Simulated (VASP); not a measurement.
Here is a VASP 6.6.1 calculation.

Contents of INCAR:

```
  ALGO = Normal
  EDIFF = 1E-7
  ENCUT = 520
  GGA = PE
  ISIF = 2
  ISMEAR = 0
  LASPH = T
  LCHARG = F
  LREAL = F
  LWAVE = F
  NBANDS = 29
  NELM = 80
  PREC = Accurate
  SIGMA = 0.1
```

The input KPOINTS:

```
k-points
0
Gamma
  4 4 4
```

File POSCAR:

```
TiSiTe4
1.0
    0.0000000000      4.3974706832      4.3974706832
    4.3974706832      0.0000000000      4.3974706832
    4.3974706832      4.3974706832      0.0000000000
Ti Si Te
1 1 4
Direct
    0.7500000000      0.7500000000      0.7500000000
    0.0000000000      0.0000000000      0.0000000000
    0.3756188157      0.3756188157      0.8731435530
    0.8731435530      0.3756188157      0.3756188157
    0.3756188157      0.3756188157      0.3756188157
    0.3756188157      0.8731435530      0.3756188157
```

Potentials or basis: VASP PAW PBE potentials, release 64 (Ti_sv, Si, Te).

The run is started by

```console
$ cat potpaw_PBE.64/Ti_sv/POTCAR potpaw_PBE.64/Si/POTCAR potpaw_PBE.64/Te/POTCAR > POTCAR
$ mpirun -np 1 vasp_std > vasp.out
```

(1) What does it give for the pressure?

(2) What does it give for the largest force?

(3) Predict the band gap on the k mesh.

Results:

(1) -0.3 GPa.

(2) 0.006 eV/Å.

(3) zero (bands 20 and 21 overlap by 0.74 eV).

Caveat: spin-orbit coupling is left out, which moves the levels of the heavy elements.
